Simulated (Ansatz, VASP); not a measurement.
# AlB2Ru2 in VASP and in Ansatz

File INCAR:

```
SYSTEM = AlB2Ru2
PREC = Accurate ; ENCUT = 600
EDIFF = 1E-6 ; ISMEAR = 0
SIGMA = 0.1 ; LREAL = .False.
LASPH = .True. ; NELM = 120
ALGO = Normal ; ISIF = 2
LWAVE = .False. ; LCHARG = .False.
GGA = PE ; NBANDS = 28
GGA_COMPAT = .False.
```

Contents of KPOINTS:

```
regular mesh
0
Gamma
  6 6 4
  0 0 0
```

The input POSCAR:

```
AlB2Ru2
1.0
    3.2433627900      0.0000000000      0.0000000000
   -1.6216814000      2.8088345700      0.0000000000
    0.0000000000      0.0000000000      6.9835358400
Al B Ru
1 2 2
Direct
    0.0000000000      0.0000000000      0.0385196500
    0.3333333300      0.6666666700      0.6241070700
    0.6666666700      0.3333333300      0.6241070700
    0.0000000000      0.0000000000      0.6023558700
    0.0000000000      0.0000000000      0.3784500300
```

Input for Ansatz:

```yaml
crystal:
  lattice:
    - [3.24336279, 0.0, 0.0]
    - [-1.6216814, 2.80883457, 0.0]
    - [0.0, 0.0, 6.98353584]
  atoms:
    - { symbol: Al, position: [0.0, 0.0, 0.03851965] }
    - { symbol: B, position: [0.33333333, 0.66666667, 0.62410707] }
    - { symbol: B, position: [0.66666667, 0.33333333, 0.62410707] }
    - { symbol: Ru, position: [0.0, 0.0, 0.60235587] }
    - { symbol: Ru, position: [0.0, 0.0, 0.37845003] }
basis:
  ecutwfc: 420
kpoints:
  mp_grid: { grid: [6, 6, 4] }
hamiltonian:
  xc: pbe
scf:
  occupations: { method: gaussian, width: 0.1 }
  lower_state_search: "off"
output:
  forces: true
  stress: true
  eigenvalues: true
```

Alike in both runs: task single point; functional PBE; k mesh 6 × 6 × 4; occupations gaussian, width 0.1 eV; no spin polarisation.

```csv
,VASP,Ansatz
version,VASP 6.6.1,Ansatz 0.2.0
potentials or method,"VASP PAW PBE potentials, release 64 (Al, B, Ru_sv), cutoff 600 eV","scalar-relativistic, plane waves, PAW"
valence electrons in the cell,41,41
```

|  | VASP | Ansatz | Ansatz less VASP |
| --- | --- | --- | --- |
| gap on the k mesh at the Fermi level (eV) | none | none | - |
| rms of the force components (eV/Å) | 21.598 | 23.986 | +2.3877 |

Atom by atom the forces differ by 2.397 eV/Å (rms over components). A gap of «none» marks a metal or a gap that the smearing closes. The functional is the same, so the differences come from potentials, cutoffs and numerics.

The k mesh is coarse, so the values compare programs but aren't converged.
